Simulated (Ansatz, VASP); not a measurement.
## One calculation of La2O3, two programs

```
La O
1.0
     6.26678    0.00000    0.00000
    -3.13339    5.42719    0.00000
     0.00000    0.00000    3.29977
La O
2 3
Cartesian
  3.1334 1.8091 1.6499
  0.0000 3.6181 1.6499
  3.1836 0.0000 0.0000
  -1.5918 2.7571 0.0000
  1.5416 2.6701 0.0000
```

Alike in both runs: functional LDA; k mesh 6 × 6 × 8; no spin polarisation.

|  | VASP | Ansatz |
| --- | --- | --- |
| version | VASP 6.6.1 | Ansatz 0.2.0 |
| potentials or method | VASP PAW LDA potentials, release 64 (La, O) | Ansatz PAW |
| plane-wave cutoff (eV) | 520 | 420 |
| occupations | gaussian, width 0.01 eV | fixed |
| valence electrons in the cell | 40 | 40 |
| task | single point | band structure |

```csv
,VASP,Ansatz,Ansatz less VASP
gap on the k mesh at the Fermi level (eV),1.38,1.39,+0.005
least direct gap on the mesh (eV),1.90,1.91,+0.005
pressure (GPa),-3.3,-3.3,0.00
"traceless stress, the component that is largest in VASP (GPa)",-3.10,-3.13,-0.035
rms of the force components (eV/Å),0.033,0.033,-0.0001
```

LDA's correlation is that of Perdew and Zunger in VASP and of Perdew and Wang (1992) in Ansatz. Atom by atom the forces differ by 0.000 eV/Å (rms over components).

Spin-orbit coupling is off throughout.
